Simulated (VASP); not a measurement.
Wanted: the native input for a VASP 6.6.1 run.

* Task: single point
* Functional: LDA
* Potentials or basis: VASP PAW LDA potentials, release 64 (Zr_sv, B)
* Cutoff: 520 eV
* k mesh: 12 × 12 × 9
* Occupations: fermi-dirac, width 0.05 eV
* Spin: no spin polarisation
* Dipole correction: no
* Further INCAR settings: ALGO = Normal; EDIFF = 1e-06; NBANDS = 16

The structure of ZrB2 lies in POSCAR:

```
ZrB2
1.0
    3.1649998255      0.0000000000      0.0000000000
   -1.5824999128      2.7409702519      0.0000000000
    0.0000000000      0.0000000000      3.4144000000
Zr B
1 2
Direct
    0.0000000000      0.0000000000      0.0000000000
    0.3333333333      0.6666666667      0.5000000000
    0.6666666667      0.3333333333      0.5000000000
```

This cell differs from its parent crystal: zz strain of -3 %.

These files were run (other wordings do the same):

INCAR

```
SYSTEM = ZrB2
ALGO = Normal ; EDIFF = 1E-6
ENCUT = 520 ; ISIF = 2
ISMEAR = -1 ; LASPH = .True.
LCHARG = .False. ; LREAL = .False.
LWAVE = .False. ; NBANDS = 16
NELM = 60 ; PREC = Accurate
SIGMA = 0.05
```

KPOINTS

```
k-points
0
Gamma
  12 12 9
  0 0 0
```

Potentials or basis: VASP PAW LDA potentials, release 64 (Zr_sv, B).

Command:

```sh
$ cat potpaw_LDA.64/Zr_sv/POTCAR potpaw_LDA.64/B/POTCAR > POTCAR
$ mpirun -np 1 vasp_std > vasp.out
```

It gave:

The pressure is 0.5 GPa. The band gap on the k mesh is zero (band 9 reaches 11.40 eV, above the bottom of band 10 at 10.47 eV).

Caveat: the cell differs from its parent crystal (zz strain of -3 %).

It took 14 s on 1 thread of Intel(R) Xeon(R) Platinum 8559C (Emerald Rapids), with other jobs on the host, peak memory 0.16 GiB.
